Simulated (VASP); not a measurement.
# Ta: single point with PBE

Ta:

```
CELL_PARAMETERS angstrom
-1.65939 1.65939 1.65939
1.65939 -1.65939 1.65939
1.65939 1.65939 -1.65939
ATOMIC_POSITIONS crystal
Ta 0.00000 0.00000 0.00000
```

| Item | Value |
| --- | --- |
| Program | VASP 6.6.1 |
| Task | single point |
| Functional | PBE |
| Potentials or basis | VASP PAW PBE potentials, release 64 (Ta_pv) |
| Cutoff | 520 eV |
| k mesh | 18 × 18 × 18 |
| Occupations | gaussian, width 0.1 eV |
| Spin | no spin polarisation |

```yaml
Pressure: 0.1 GPa
```

Levels at points of the mesh, in eV from the Fermi level:
```tsv
k point	band 1	band 2	band 3	band 4	band 5	band 6	band 7	band 8	band 9	band 10
(0.00, 0.00, 0.00)	-33.14	-33.14	-33.14	-7.87	0.72	0.72	0.72	3.95	3.95	14.93
(0.50, 0.00, 0.00)	-34.26	-33.50	-33.15	-4.32	-1.51	1.51	3.82	4.83	7.65	11.48
(0.50, 0.50, 0.50)	-33.92	-33.92	-33.92	-3.73	-3.73	6.71	6.71	6.71	8.51	8.51
```

It took 33 s on 1 thread of Intel(R) Xeon(R) Platinum 8259CL CPU @ 2.50GHz (Skylake/Cascade Lake), on a shared host, peak memory 0.17 GiB.

Caveat: spin-orbit coupling is left out, which moves the levels of the heavy elements.
